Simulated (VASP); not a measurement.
# SrO (Fm-3m) in VASP: notebook

Aim: see how the results for SrO move with the level of theory and the settings. Levels: PBE, r2SCAN. Tasks: single point.

Program: VASP 6.6.1. These are calculated values, not measurements. Logs are shortened: lines on timing, memory, paths and dates and some standing lists are left out, and cuts for length are marked.

## Step 1: The cell of the first run

Symmetry: Fm-3m, No. 225, cubic system. Conventional cell: a = 5.142 Å, b = 5.142 Å, c = 5.142 Å, α = 90.00°, β = 90.00°, γ = 90.00°. Within 3.4 Å of Sr (site symmetry m-3m) lie 6 O at 2.57 Å. O (site symmetry m-3m) has 6 Sr at 2.57 Å within 3.4 Å.

## Step 2: Single point, PBE (volume changed by -3%)

INCAR reads:

```
PREC = Accurate
ENCUT = 520
EDIFF = 1E-7
ISMEAR = 0
SIGMA = 0.01
LREAL = F
LASPH = T
NELM = 60
ALGO = Normal
ISIF = 2
LWAVE = F
LCHARG = F
GGA = PE
NBANDS = 15
```

KPOINTS reads:

```
Automatic mesh
0
Gamma
  8 8 8
```

POSCAR reads:

```
SrO
1.0
    0.0000000000      2.5711351541      2.5711351541
    2.5711351541      0.0000000000      2.5711351541
    2.5711351541      2.5711351541      0.0000000000
Sr O
1 1
Direct
    0.5000000000      0.5000000000      0.5000000000
    0.0000000000      0.0000000000      0.0000000000
```

Potentials or basis: VASP PAW PBE potentials, release 64 (Sr_sv, O).

Started as:

```
> cat potpaw_PBE.64/Sr_sv/POTCAR potpaw_PBE.64/O/POTCAR > POTCAR
> mpirun -np 1 vasp_std > vasp.out
```

OUTCAR:

```text
PREC = Accurate
   ENCUT = 520
   EDIFF = 1E-7
   ISMEAR = 0
   LREAL = F
   LASPH = T
   NELM = 60
   ISIF = 2
   GGA = PE

 ion  position               nearest neighbor table
   1  0.500  0.500  0.500-   2 2.57   2 2.57   2 2.57   2 2.57   2 2.57   2 2.57
   2  0.000  0.000  0.000-   1 2.57   1 2.57   1 2.57   1 2.57   1 2.57   1 2.57

  LATTYP: Found a face centered cubic cell.
 ALAT       =     5.1422703082

  Lattice vectors:

 A1 = (   0.0000000000,   2.5711351541,   2.5711351541)
 A2 = (   2.5711351541,   0.0000000000,   2.5711351541)
 A3 = (   2.5711351541,   2.5711351541,   0.0000000000)

Analysis of symmetry for initial positions (statically):
=====================================================================
 Subroutine PRICEL returns:
 Original cell was already a primitive cell.

 Routine SETGRP: Setting up the symmetry group for a
 face centered cubic supercell.

 Subroutine GETGRP returns: Found 48 space group operations
 (whereof 48 operations were pure point group operations)
 out of a pool of 48 trial point group operations.

The static configuration has the point symmetry O_h .

Analysis of symmetry for dynamics (positions and initial velocities):
=====================================================================
 Subroutine PRICEL returns:
 Original cell was already a primitive cell.

 Routine SETGRP: Setting up the symmetry group for a
 face centered cubic supercell.

 Subroutine GETGRP returns: Found 48 space group operations
 (whereof 48 operations were pure point group operations)
 out of a pool of 48 trial point group operations.

The dynamic configuration has the point symmetry O_h .

 Subroutine INISYM returns: Found 48 space group operations
 (whereof 48 operations are pure point group operations),
 and found     1 'primitive' translations

----------------------------------------------------------------------------------------

                                     Primitive cell

  volume of cell :      33.9942

  direct lattice vectors                    reciprocal lattice vectors
     0.000000000  2.571135154  2.571135154    -0.194466634  0.194466634  0.194466634
     2.571135154  0.000000000  2.571135154     0.194466634 -0.194466634  0.194466634
     2.571135154  2.571135154  0.000000000     0.194466634  0.194466634 -0.194466634

  length of vectors
     3.636134206  3.636134206  3.636134206     0.336826091  0.336826091  0.336826091

  position of ions in fractional coordinates (direct lattice)
     0.500000000  0.500000000  0.500000000
     0.000000000  0.000000000  0.000000000

  ion indices of the primitive-cell ions
   primitive index   ion index
                 1           1
                 2           2

----------------------------------------------------------------------------------------

 KPOINTS: Automatic mesh

Automatic generation of k-mesh.
 Grid dimensions read from file:
 generate k-points for:    8    8    8

 Generating k-lattice:

  Cartesian coordinates                     Fractional coordinates (reciprocal lattice)
    -0.024308329  0.024308329  0.024308329     0.125000000  0.000000000  0.000000000
     0.024308329 -0.024308329  0.024308329     0.000000000  0.125000000  0.000000000
     0.024308329  0.024308329 -0.024308329     0.000000000  0.000000000  0.125000000

  Length of vectors
     0.042103261  0.042103261  0.042103261

  Shift w.r.t. Gamma in fractional coordinates (k-lattice)
     0.000000000  0.000000000  0.000000000

 Subroutine IBZKPT returns following result:
 ===========================================

 Found     29 irreducible k-points:

 Following reciprocal coordinates:
            Coordinates               Weight
  0.000000  0.000000  0.000000      1.000000
  0.125000  0.000000  0.000000      8.000000
  0.250000  0.000000  0.000000      8.000000
  0.375000  0.000000  0.000000      8.000000
  0.500000  0.000000  0.000000      4.000000
  0.125000  0.125000  0.000000      6.000000
[... 16 lines left out ...]
  0.500000  0.250000  0.125000     48.000000
 -0.375000  0.250000  0.125000     24.000000
 [... further k-points ...]
   k-points           NKPTS =     29   k-points in BZ     NKDIM =     29   number of bands    NBANDS=     15
   number of dos      NEDOS =    301   number of ions     NIONS =      2
   total plane-waves  NPLWV =  21952
   dimension x,y,z NGX =    28 NGY =   28 NGZ =   28
   dimension x,y,z NGXF=    56 NGYF=   56 NGZF=   56
   ions per type =               1   1
   NGX,Y,Z   is equivalent  to a cutoff of  12.80, 12.80, 12.80 a.u.
   NGXF,Y,Z  is equivalent  to a cutoff of  25.60, 25.60, 25.60 a.u.
 SYSTEM =  unknown system
   PREC   = accura    normal or accurate (medium, high low for compatibility)
   ISTART =      0    job   : 0-new  1-cont  2-samecut
   ICHARG =      2    charge: 1-file 2-atom 10-const
   ISPIN  =      1    spin polarized calculation?
   LNONCOLLINEAR =      F non collinear calculations
   LSORBIT =      F    spin-orbit coupling
   LASPH  =      T    aspherical Exc in radial PAW
   ENCUT  =  520.0 eV  38.22 Ry    6.18 a.u.   6.76  6.76  6.76*2*pi/ulx,y,z
   NELM   =     60;   NELMIN=  2; NELMDL= -5     # of ELM steps
   EDIFF  = 0.1E-06   stopping-criterion for ELM
   LREAL  =      F    real-space projection
   EDIFFG = 0.1E-05   stopping-criterion for IOM
   NSW    =      0    number of steps for IOM
   IBRION =     -1    ionic relax: 0-MD 1-quasi-New 2-CG
   NFREE  =      0    steps in history (QN), initial steepest desc. (CG)
   ISIF   =      2    stress and relaxation
   ISYM   =      2    0-nonsym 1-usesym 2-fastsym
   POTIM  = 0.5000    time-step for ionic-motion
   TEBEG  =    0.0;   TEEND  =   0.0 temperature during run
   PSTRESS=    0.0 pullay stress
   NELECT =      16.0000    total number of electrons
   NUPDOWN=      -1.0000    fix difference up-down
   EMIN   =  10.00;   EMAX   =-10.00  energy-range for DOS
   EFERMI =   0.00;   METHOD = LEGACY
   ISMEAR =     0;   SIGMA  =   0.01  broadening in eV -4-tet -1-fermi 0-gaus
   EFERMI_NEDOS =   21; number of points for ismear=-14 and -15
   IALGO  =     38    algorithm
   IMIX   =      4    mixing-type and parameters
     AMIX     =   0.40;   BMIX     =  1.00
     AMIX_MAG =   1.60;   BMIX_MAG =  1.00
  volume/ion in A,a.u.               =      17.00       114.70
  Fermi-wavevector in a.u.,A,eV,Ry     =   1.273444  2.406461 22.064026  1.621660
  Thomas-Fermi vector in A             =   2.406267
   LORBIT       =      0    0 simple, 1 ext, 2 COOP (PROOUT), +10 PAW based schemes
   GGA     = PE    functional components
   LHFCALC =     F    Hartree Fock is set to
   AEXX    =    0.0000 exact exchange contribution
   IVDW    =     0    specifies the selected vdW correction
   LEPSILON=     F    determine dielectric tensor
   LRPA    =     F    only Hartree local field effects (RPA)
 non-spin polarized calculation
 Gauss-broadening in eV      SIGMA  =   0.01
  energy-cutoff  :      520.00
  volume of cell :       33.99
 maximum number of plane-waves:       941
   NGX = 13   NGY = 13   NGZ = 13

 number of electron      15.9999997 magnetization

 Free energy of the ion-electron system (eV)
  ---------------------------------------------------
  ext. energy  EPLUGINS =         0.00000000
  ---------------------------------------------------
  free energy    TOTEN  =       -12.04147274 eV

  energy without entropy =      -12.04147274  energy(sigma->0) =      -12.04147274

 E-fermi :   1.7319     XC(G=0): -10.0256

 val. band max:        1.6627276398   @ k =   0.0000   0.0000   0.0000
 cond. band min:       4.9275957742   @ k =   0.5000   0.5000   0.0000
 fundamental gap:      3.2648681345
 Fermi energy:         1.7319129147

 k-point     1 :       0.0000    0.0000    0.0000
  band No.  band energies     occupation
      1     -30.7269      2.00000
      2     -13.4277      2.00000
      3     -12.3649      2.00000
      4     -12.3649      2.00000
      5     -12.3649      2.00000
      6       1.6627      2.00000
      7       1.6627      2.00000
      8       1.6627      2.00000
      9       5.6447      0.00000
     10       7.8730      0.00000
     11       7.8730      0.00000
     12       7.8730      0.00000
     13      10.0397      0.00000
     14      10.0397      0.00000
     15      14.3739      0.00000

 k-point     2 :       0.1250    0.0000    0.0000
  band No.  band energies     occupation
      1     -30.7070      2.00000
      2     -13.7955      2.00000
      3     -12.3771      2.00000
      4     -12.3771      2.00000
      5     -12.0458      2.00000
      6       1.2107      2.00000
      7       1.4656      2.00000
      8       1.4656      2.00000
      9       6.3418      0.00000
     10       7.7246      0.00000
     11       8.1785      0.00000
     12       8.1785      0.00000
     13      10.4469      0.00000
     14      10.4469      0.00000
     15      15.3682      0.00000

 k-point     3 :       0.2500    0.0000    0.0000
  band No.  band energies     occupation
      1     -30.6585      2.00000
      2     -14.3679      2.00000
      3     -12.4062      2.00000
      4     -12.4062      2.00000
      5     -11.5920      2.00000
      6       0.3861      2.00000
      7       1.0403      2.00000
      8       1.0403      2.00000
      9       7.6489      0.00000
     10       7.8910      0.00000
     11       9.0075      0.00000
     12       9.0075      0.00000
     13      11.4647      0.00000
     14      11.4647      0.00000
     15      17.3511      0.00000
[... 343 lines left out ...]
 k-point    23 :       0.5000    0.2500    0.1250
  band No.  band energies     occupation
      1     -30.5842      2.00000
      2     -14.5620      2.00000
      3     -12.7292      2.00000
      4     -12.5392      2.00000
      5     -11.5609      2.00000
      6       0.1255      2.00000
      7       0.7290      2.00000
      8       1.1419      2.00000
      9       7.2259      0.00000
     10       8.8452      0.00000
     11      10.5666      0.00000
     12      10.7342      0.00000
     13      12.7262      0.00000
     14      13.6923      0.00000
     15      15.9597      0.00000

 k-point    24 :      -0.3750    0.2500    0.1250
  band No.  band energies     occupation
      1     -30.5679      2.00000
      2     -14.6296      2.00000
      3     -12.7520      2.00000
      4     -12.5934      2.00000
      5     -11.5315      2.00000
      6       0.0887      2.00000
      7       0.7983      2.00000
      8       0.8761      2.00000
      9       8.0298      0.00000
     10       8.3950      0.00000
     11      10.9649      0.00000
     12      11.1535      0.00000
     13      13.2491      0.00000
     14      14.5842      0.00000
     15      15.0137      0.00000

 [... further k-points ...]
[... 5 lines left out ...]
  --------------------------------------------------------------------------------------
  -------------------------------------------------------------------------------------
  Total        0.7113631      0.7113631      0.7113631      0.0000000      0.0000000     -0.0000000
  in kB       33.5271937     33.5271937     33.5271937      0.0000000      0.0000000     -0.0000000
  external PRESSURE =      33.5271937 kB  Pullay stress =       0.0000000 kB

 VOLUME and BASIS-vectors are now :
 -----------------------------------------------------------------------------
  energy-cutoff  :      520.00
  volume of cell :       33.99
      direct lattice vectors                 reciprocal lattice vectors
     0.000000000  2.571135154  2.571135154    -0.194466634  0.194466634  0.194466634
     2.571135154  0.000000000  2.571135154     0.194466634 -0.194466634  0.194466634
     2.571135154  2.571135154  0.000000000     0.194466634  0.194466634 -0.194466634

 POSITION                                       TOTAL-FORCE (eV/Angst)
 -----------------------------------------------------------------------------------
      2.57114      2.57114      2.57114         0.000000      0.000000     -0.000000
      0.00000      0.00000      0.00000        -0.000000     -0.000000      0.000000
 -----------------------------------------------------------------------------------
    total drift:                                0.000000      0.000000      0.000000

  FREE ENERGIE OF THE ION-ELECTRON SYSTEM (eV)
  ---------------------------------------------------
  free  energy   TOTEN  =       -12.0414727353 eV

  energy  without entropy=      -12.0414727353  energy(sigma->0) =      -12.04147274
```

Wall time 16 s (1 thread of AMD EPYC 7R43 (Zen 3), shared host); peak memory 0.12 GiB.

What came out:

```yaml
Free_energy: -12.0415 eV
Pressure: 3.4 GPa
Band_gap_on_the_k_mesh: 3.26 eV, indirect (least direct gap 3.35 eV)
```

## Step 3: Single point, PBE (volume changed by +3%)

INCAR reads:

```
ALGO     = Normal         # electronic algorithm
EDIFF    = 1E-6           # SCF threshold, eV
ENCUT    = 520            # plane-wave cutoff, eV
GGA      = PE             # functional
ISIF     = 2              # what is computed and relaxed
ISMEAR   = 0              # smearing method
LASPH    = T              # aspherical terms in the spheres
LCHARG   = F              # write CHGCAR
LREAL    = F              # projectors in reciprocal space
LWAVE    = F              # write WAVECAR
NBANDS   = 15             # bands
NELM     = 60             # most SCF steps
PREC     = Accurate       # precision mode
SIGMA    = 0.01           # smearing width, eV
```

KPOINTS reads:

```
k-points
0
Gamma
  8 8 8
```

POSCAR reads:

```
SrO
1.0
    0.0000000000      2.6230912766      2.6230912766
    2.6230912766      0.0000000000      2.6230912766
    2.6230912766      2.6230912766      0.0000000000
Sr O
1 1
Direct
    0.5000000000      0.5000000000      0.5000000000
    0.0000000000      0.0000000000      0.0000000000
```

Potentials or basis: VASP PAW PBE potentials, release 64 (Sr_sv, O).

Started as:

```
> cat potpaw_PBE.64/Sr_sv/POTCAR potpaw_PBE.64/O/POTCAR > POTCAR
> mpirun -np 1 vasp_std > vasp.out
```

It took 14 s on 1 thread of AMD EPYC 7R43 (Zen 3), shared host; peak memory 0.13 GiB.

Results (log left out):

```
Free energy            : -12.0506 eV
Pressure               : -1.9 GPa
Band gap on the k mesh : 3.29 eV, indirect (least direct gap 3.41 eV)
```

Levels at points of the mesh, in eV from the valence-band top:
```
           k point  band 6  band 7  band 8  band 9  band 10  band 11
(0.00, 0.00, 0.00)    0.00    0.00    0.00    3.57     6.07     6.07
(0.50, 0.00, 0.00)   -2.06   -1.03   -1.03    6.29     7.98     8.50
(0.50, 0.50, 0.00)   -0.53   -0.12   -0.12    3.29     7.36     9.78
```

 A k mesh can miss the band edges.

## Step 4: Single point, PBE (volume changed by +6%)

INCAR reads:

```
PREC     = Accurate       # precision mode
ENCUT    = 520            # plane-wave cutoff, eV
EDIFF    = 1E-6           # SCF threshold, eV
ISMEAR   = 0              # smearing method
SIGMA    = 0.01           # smearing width, eV
LREAL    = F              # projectors in reciprocal space
LASPH    = T              # aspherical terms in the spheres
NELM     = 80             # most SCF steps
ALGO     = Normal         # electronic algorithm
ISIF     = 2              # what is computed and relaxed
LWAVE    = F              # write WAVECAR
LCHARG   = F              # write CHGCAR
GGA      = PE             # functional
NBANDS   = 15             # bands
```

KPOINTS reads:

```
regular mesh
0
Gamma
  8 8 8
```

POSCAR reads:

```
SrO
1.0
    0.0000000000      2.6483148554      2.6483148554
    2.6483148554      0.0000000000      2.6483148554
    2.6483148554      2.6483148554      0.0000000000
Sr O
1 1
Direct
    0.5000000000      0.5000000000      0.5000000000
    0.0000000000      0.0000000000      0.0000000000
```

Started as:

```
> cat potpaw_PBE.64/Sr_sv/POTCAR potpaw_PBE.64/O/POTCAR > POTCAR
> mpirun -np 1 vasp_std > vasp.out
```

It took 15 s on 1 thread of AMD EPYC 7R43 (Zen 3), shared host; peak memory 0.13 GiB.

The run converged. Its results:

```yaml
Free_energy: -12.0320 eV
Pressure: -3.9 GPa
Band_gap_on_the_k_mesh: 3.30 eV, indirect (least direct gap 3.38 eV)
```

Levels at points of the mesh, in eV from the valence-band top:
```tsv
k point	band 4	band 5	band 6	band 7	band 8	band 9	band 10	band 11	band 12	band 13
(0.00, 0.00, 0.00)	-14.43	-14.43	0.00	0.00	0.00	3.38	6.00	6.00	6.00	7.98
(0.50, 0.00, 0.00)	-14.50	-13.26	-2.01	-0.98	-0.98	6.17	7.76	8.34	8.34	11.08
(0.50, 0.50, 0.00)	-14.71	-14.71	-0.56	-0.14	-0.14	3.30	7.15	9.59	9.61	10.38
```

 A k mesh can miss the band edges.

## Step 5: Single point, r2SCAN (volume changed by -6%)

POSCAR reads:

```
SrO
1.0
    0.0000000000      2.5272270679      2.5272270679
    2.5272270679      0.0000000000      2.5272270679
    2.5272270679      2.5272270679      0.0000000000
Sr O
1 1
Direct
    0.5000000000      0.5000000000      0.5000000000
    0.0000000000      0.0000000000      0.0000000000
```

INCAR.step1 reads:

```
SYSTEM = SrO
PREC = Accurate
ENCUT = 520
ISMEAR = 0
SIGMA = 0.01
LREAL = .False.
LASPH = .True.
NELM = 100
NBANDS = 15
GGA = PE
ALGO = Normal
EDIFF = 1E-4
LWAVE = .True.
LCHARG = .False.
```

INCAR.step2 reads:

```
SYSTEM = SrO
PREC = Accurate
ENCUT = 520
EDIFF = 1E-7
ISMEAR = 0
SIGMA = 0.01
LREAL = .False.
LASPH = .True.
NELM = 100
ALGO = Normal
ISIF = 2
LWAVE = .False.
LCHARG = .False.
METAGGA = R2SCAN
LMIXTAU = .True.
NBANDS = 15
ISTART = 1
```

KPOINTS reads:

```
Automatic mesh
0
Gamma
  8 8 8
  0 0 0
```

Started as:

```
> cat potpaw_PBE.64/Sr_sv/POTCAR potpaw_PBE.64/O/POTCAR > POTCAR
> cp INCAR.step1 INCAR
> mpirun -np 1 vasp_std > vasp.out
> cp INCAR.step2 INCAR
> mpirun -np 1 vasp_std > vasp.out
```

Run time: 77 s. Hardware: 1 thread of AMD EPYC 7R43 (Zen 3), shared host; peak memory 0.14 GiB.

Results (log left out):

| Property | Result |
| --- | --- |
| Free energy | -27.0057 eV |
| Pressure | 7.4 GPa |
| Band gap on the k mesh | 3.71 eV, indirect (least direct gap 3.75 eV) |

Levels at points of the mesh, in eV from the valence-band top:
```
           k point  band 4  band 5  band 6  band 7  band 8  band 9  band 10  band 11  band 12  band 13
(0.00, 0.00, 0.00)  -14.26  -14.26    0.00    0.00    0.00    5.06     6.89     6.89     6.89     9.33
(0.50, 0.00, 0.00)  -14.34  -13.20   -2.22   -1.24   -1.24    7.34     9.52     9.79     9.79    13.20
(0.50, 0.50, 0.00)  -14.68  -14.68   -0.33   -0.05   -0.05    3.71     8.93    11.27    11.61    12.14
```

Caveat: the PAW data sets were made with another functional, which shifts forces and pressure a little. A k mesh can miss the band edges.

## Step 6: The runs side by side

```csv
level,cell,gap on the mesh (eV),pressure (GPa)
PBE,"a = 3.636 Å, angles 60.0°, 2 atoms",3.26,3.4
PBE,"a = 3.710 Å, angles 60.0°, 2 atoms",3.29,-1.9
PBE,"a = 3.745 Å, angles 60.0°, 2 atoms",3.30,-3.9
r2SCAN,"a = 3.574 Å, angles 60.0°, 2 atoms",3.71,7.4
```

Alike in all rows: task single point; potentials or basis VASP PAW PBE potentials, release 64 (Sr_sv, O); no spin polarisation; k mesh 8 × 8 × 8; cutoff (eV) 520; smearing gaussian 0.01 eV.

Caveats: the PAW data sets were made with another functional, which shifts forces and pressure a little (some runs).

Absolute energies hang on the potentials; compare differences alone.
